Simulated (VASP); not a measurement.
# K (Im-3m) in VASP: a series of runs

The runs below take K through single point, with r2SCAN.

Everything below comes from runs of VASP 6.6.1. Logs are shortened: lines on timing, memory, paths and dates and some standing lists are left out, and cuts for length are marked.

## 1. The cell of the first run

Symmetry: Im-3m, No. 229, cubic system. Conventional cell: a = 5.340 Å, b = 5.340 Å, c = 5.340 Å, α = 90.00°, β = 90.00°, γ = 90.00°.

## 2. Single point, r2SCAN

File POSCAR:

```
K
1.0
   -2.6699463634      2.6699463634      2.6699463634
    2.6699463634     -2.6699463634      2.6699463634
    2.6699463634      2.6699463634     -2.6699463634
K
1
Direct
    0.0000000000      0.0000000000      0.0000000000
```

File INCAR.step1:

```
PREC = Accurate ; ENCUT = 520
ISMEAR = 1 ; SIGMA = 0.3
LREAL = False ; LASPH = True
NELM = 60 ; NBANDS = 10
GGA = PE ; ALGO = Normal
EDIFF = 1E-4 ; LWAVE = True
LCHARG = False
```

File INCAR.step2:

```
PREC = Accurate ; ENCUT = 520
EDIFF = 1E-6 ; ISMEAR = 1
SIGMA = 0.3 ; LREAL = False
LASPH = True ; NELM = 60
ALGO = Normal ; ISIF = 2
LWAVE = False ; LCHARG = False
METAGGA = R2SCAN ; LMIXTAU = True
NBANDS = 10 ; ISTART = 1
```

File KPOINTS:

```
regular mesh
0
Gamma
  8 8 8
```

Potentials or basis: VASP PAW PBE potentials, release 64 (K_sv).

Command:

```sh
cat potpaw_PBE.64/K_sv/POTCAR > POTCAR
cp INCAR.step1 INCAR
mpirun -np 1 vasp_std > vasp.out
cp INCAR.step2 INCAR
mpirun -np 1 vasp_std > vasp.out
```

OUTCAR:

```text
PREC = Accurate
   ENCUT = 520
   EDIFF = 1E-6
   ISMEAR = 1
   LREAL = False
   LASPH = True
   NELM = 60
   ISIF = 2
   METAGGA = R2SCAN
   ISTART = 1

 ion  position               nearest neighbor table
   1  0.000  0.000  0.000-

  LATTYP: Found a body centered cubic cell.
 ALAT       =     5.3398927268

  Lattice vectors:

 A1 = (  -2.6699463634,   2.6699463634,   2.6699463634)
 A2 = (   2.6699463634,  -2.6699463634,   2.6699463634)
 A3 = (   2.6699463634,   2.6699463634,  -2.6699463634)

Analysis of symmetry for initial positions (statically):
=====================================================================
 Subroutine PRICEL returns:
 Original cell was already a primitive cell.

 Routine SETGRP: Setting up the symmetry group for a
 body centered cubic supercell.

 Subroutine GETGRP returns: Found 48 space group operations
 (whereof 48 operations were pure point group operations)
 out of a pool of 48 trial point group operations.

The static configuration has the point symmetry O_h .

Analysis of symmetry for dynamics (positions and initial velocities):
=====================================================================
 Subroutine PRICEL returns:
 Original cell was already a primitive cell.

 Routine SETGRP: Setting up the symmetry group for a
 body centered cubic supercell.

 Subroutine GETGRP returns: Found 48 space group operations
 (whereof 48 operations were pure point group operations)
 out of a pool of 48 trial point group operations.

The dynamic configuration has the point symmetry O_h .

 Subroutine INISYM returns: Found 48 space group operations
 (whereof 48 operations are pure point group operations),
 and found     1 'primitive' translations

----------------------------------------------------------------------------------------

                                     Primitive cell

  volume of cell :      76.1321

  direct lattice vectors                    reciprocal lattice vectors
    -2.669946363  2.669946363  2.669946363     0.000000000  0.187269680  0.187269680
     2.669946363 -2.669946363  2.669946363     0.187269680  0.000000000  0.187269680
     2.669946363  2.669946363 -2.669946363     0.187269680  0.187269680  0.000000000

  length of vectors
     4.624482755  4.624482755  4.624482755     0.264839321  0.264839321  0.264839321

[... 81 lines left out ...]
   NSW    =      0    number of steps for IOM
   IBRION =     -1    ionic relax: 0-MD 1-quasi-New 2-CG
   NFREE  =      0    steps in history (QN), initial steepest desc. (CG)
   ISIF   =      2    stress and relaxation
   ISYM   =      2    0-nonsym 1-usesym 2-fastsym
   POTIM  = 0.5000    time-step for ionic-motion
   TEBEG  =    0.0;   TEEND  =   0.0 temperature during run
   PSTRESS=    0.0 pullay stress
   NELECT =       9.0000    total number of electrons
   NUPDOWN=      -1.0000    fix difference up-down
   EMIN   =  10.00;   EMAX   =-10.00  energy-range for DOS
   EFERMI =   0.00;   METHOD = LEGACY
   ISMEAR =     1;   SIGMA  =   0.30  broadening in eV -4-tet -1-fermi 0-gaus
   EFERMI_NEDOS =   21; number of points for ismear=-14 and -15
   IALGO  =     38    algorithm
   IMIX   =      4    mixing-type and parameters
     AMIX     =   0.40;   BMIX     =  1.00
     AMIX_MAG =   1.60;   BMIX_MAG =  1.00
  volume/ion in A,a.u.               =      76.13       513.76
  Fermi-wavevector in a.u.,A,eV,Ry     =   0.803464  1.518327  8.783303  0.645555
  Thomas-Fermi vector in A             =   1.911336
   LORBIT       =      0    0 simple, 1 ext, 2 COOP (PROOUT), +10 PAW based schemes
   METAGGA = R2SCAN    functional components
   LHFCALC =     F    Hartree Fock is set to
   AEXX    =    0.0000 exact exchange contribution
   IVDW    =     0    specifies the selected vdW correction
   LEPSILON=     F    determine dielectric tensor
   LRPA    =     F    only Hartree local field effects (RPA)
 non-spin polarized calculation
 Methfessel and Paxton  Order N= 1 SIGMA  =   0.30
  energy-cutoff  :      520.00
  volume of cell :       76.13
 maximum number of plane-waves:      2093
 NGX is ok and might be reduce to    36
   NGX = 17   NGY = 17   NGZ = 17

 number of electron       9.0000001 magnetization

 Free energy of the ion-electron system (eV)
  ---------------------------------------------------
  ext. energy  EPLUGINS =         0.00000000
  ---------------------------------------------------
  free energy    TOTEN  =        -6.00807042 eV

  energy without entropy =       -6.00324035  energy(sigma->0) =       -6.00646040

 E-fermi :  -0.1240     XC(G=0):  -5.8198

 val. band max:       -0.1802196471   @ k =   0.2500   0.2500   0.0000
 cond. band min:      -0.0295014185   @ k =  -0.3750   0.3750   0.2500
 fundamental gap:      0.1507182286
 Fermi energy:        -0.1240322274

 k-point     1 :       0.0000    0.0000    0.0000
  band No.  band energies     occupation
      1     -33.8167      2.00000
      2     -16.4902      2.00000
      3     -16.4902      2.00000
      4     -16.4902      2.00000
      5      -2.3928      2.00000
      6       4.5785     -0.00000
      7       4.5786     -0.00000
      8       4.5786     -0.00000
      9       5.5204     -0.00000
     10       5.5204     -0.00000
[... 287 lines left out ...]
 k-point    24 :      -0.3750    0.3750    0.2500
  band No.  band energies     occupation
      1     -33.8121      2.00000
      2     -16.5358      2.00000
      3     -16.5191      2.00000
      4     -16.5129      2.00000
      5      -0.0295      0.49490
      6       2.0793     -0.00000
      7       3.5138     -0.00000
      8       3.5718     -0.00000
      9       4.8903     -0.00000
     10       6.0070      0.00000

 [... further k-points ...]

------------------------ aborting loop because EDIFF is reached ----------------------------------------

  FORCE on cell =-STRESS in cart. coord.  units (eV):
  Direction    XX          YY          ZZ          XY          YZ          ZX
  --------------------------------------------------------------------------------------
  -------------------------------------------------------------------------------------
  Total       -0.0011563     -0.0011563     -0.0011563      0.0000000      0.0000000     -0.0000000
  in kB       -0.0243341     -0.0243341     -0.0243341      0.0000000      0.0000000     -0.0000000
  external PRESSURE =      -0.0243341 kB  Pullay stress =       0.0000000 kB

 VOLUME and BASIS-vectors are now :
 -----------------------------------------------------------------------------
  energy-cutoff  :      520.00
  volume of cell :       76.13
      direct lattice vectors                 reciprocal lattice vectors
    -2.669946363  2.669946363  2.669946363     0.000000000  0.187269680  0.187269680
     2.669946363 -2.669946363  2.669946363     0.187269680  0.000000000  0.187269680
     2.669946363  2.669946363 -2.669946363     0.187269680  0.187269680  0.000000000

 POSITION                                       TOTAL-FORCE (eV/Angst)
 -----------------------------------------------------------------------------------
      0.00000      0.00000      0.00000         0.000000     -0.000000      0.000000
 -----------------------------------------------------------------------------------
    total drift:                               -0.000000      0.000000      0.000000

  FREE ENERGIE OF THE ION-ELECTRON SYSTEM (eV)
  ---------------------------------------------------
  free  energy   TOTEN  =        -6.0080704218 eV

  energy  without entropy=       -6.0032403466  energy(sigma->0) =       -6.00646040
```

OSZICAR.step1:

```text
N       E                     dE             d eps       ncg     rms          rms(c)
DAV:   1     0.476918667358E+02    0.47692E+02   -0.36420E+03   580   0.682E+02
DAV:   2     0.633810622327E+00   -0.47058E+02   -0.46192E+02   616   0.192E+02
DAV:   3    -0.991814261848E+00   -0.16256E+01   -0.16175E+01   896   0.298E+01
DAV:   4    -0.104098399104E+01   -0.49170E-01   -0.49146E-01   802   0.420E+00
DAV:   5    -0.104227519476E+01   -0.12912E-02   -0.12909E-02   870   0.522E-01    0.191E+00
DAV:   6    -0.104256489648E+01   -0.28970E-03   -0.13873E-03   894   0.235E-01    0.117E+00
DAV:   7    -0.104303086822E+01   -0.46597E-03   -0.26442E-03   884   0.329E-01    0.501E-02
DAV:   8    -0.104309470292E+01   -0.63835E-04   -0.10320E-04   612   0.119E-01
   1 F= -.10430947E+01 E0= -.10415212E+01  d E =-.472039E-02
```

It took 40 s on 1 thread of Intel Xeon Platinum 8559C (Emerald Rapids), shared host; peak memory 0.21 GiB.

Results:

| Quantity | Value |
| --- | --- |
| Free energy | -6.0081 eV |
| Pressure | 0.0 GPa |
| Band gap on the k mesh | zero (an odd number of electrons rules out a gap without spin polarisation) |

Levels at points of the mesh, in eV from the Fermi level:
```tsv
k point	band 1	band 2	band 3	band 4	band 5	band 6	band 7	band 8	band 9
(0.00, 0.00, 0.00)	-33.69	-16.37	-16.37	-16.37	-2.27	4.70	4.70	4.70	5.64
(0.50, 0.00, 0.00)	-33.69	-16.43	-16.39	-16.37	0.56	0.61	3.46	5.34	6.20
(0.50, 0.50, 0.50)	-33.69	-16.41	-16.41	-16.41	1.78	1.78	3.66	3.66	3.66
```

Caveat: so wide a smearing shifts energies and pressures; the PAW data sets were made with another functional, which shifts forces and pressure a little.

(Continued in part 2 of 2.)

The gap in the log of VASP goes by the Fermi energy; the results here count the filled bands.